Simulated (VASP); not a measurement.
# SnSe2: single point with PBE

SnSe2:

```xyz
3
Lattice="3.8110 0.0000 0.0000 -1.9055 3.3004 0.0000 0.0000 0.0000 6.1360" Properties=species:S:1:pos:R:3 pbc="T T T"
Sn    0.0000    0.0000    0.0000
Se    0.0000    2.2003    1.5279
Se    1.9055    1.1001    4.6081
```

| Property | Result |
| --- | --- |
| Program | VASP 6.6.1 |
| Task | single point |
| Functional | PBE |
| Potentials or basis | VASP PAW PBE potentials, release 64 (Sn_d, Se) |
| Cutoff | 520 eV |
| k mesh | 6 × 6 × 4 |
| Occupations | fermi-dirac, width 0.1 eV |
| Spin | no spin polarisation |

| Property | Result |
| --- | --- |
| Pressure | 5.7 GPa |
| Largest force | 0.798 eV/Å |
| Band gap on the k mesh | 0.82 eV, indirect (least direct gap 1.09 eV) |

Forces in eV/Å, atoms in the order of the input:
```
Sn   0.000  0.000  0.000
Se   0.000  0.000  0.798
Se   0.000  0.000 -0.798
```

Stress tensor (GPa, compression positive):
```
5.22 0.00 0.00
0.00 5.22 0.00
0.00 0.00 6.57
```

Levels at points of the mesh, in eV from the valence-band top:
```
           k point  band 10  band 11  band 12  band 13  band 14  band 15  band 16  band 17
(0.00, 0.00, 0.00)    -0.70    -0.39    -0.39     0.00     1.09     2.95     4.64     4.64
(0.50, 0.00, 0.00)    -2.90    -2.68    -1.19    -0.30     1.16     3.80     5.45     5.49
(0.00, 0.00, 0.50)    -0.79    -0.79    -0.24    -0.24     2.45     2.92     4.37     4.37
(0.50, 0.00, 0.50)    -2.51    -1.99    -0.83    -0.69     0.87     4.26     4.85     5.84
```

It took 29 s on 1 thread of Intel(R) Xeon(R) Platinum 8259CL CPU @ 2.50GHz (Skylake/Cascade Lake) (shared host), peak memory 0.2 GiB.

Caveat: spin-orbit coupling is left out, which moves the levels of the heavy elements; this functional lacks dispersion, which binds the layers, so the pressure and a relaxed spacing across them are unreliable. A k mesh can miss the band edges.
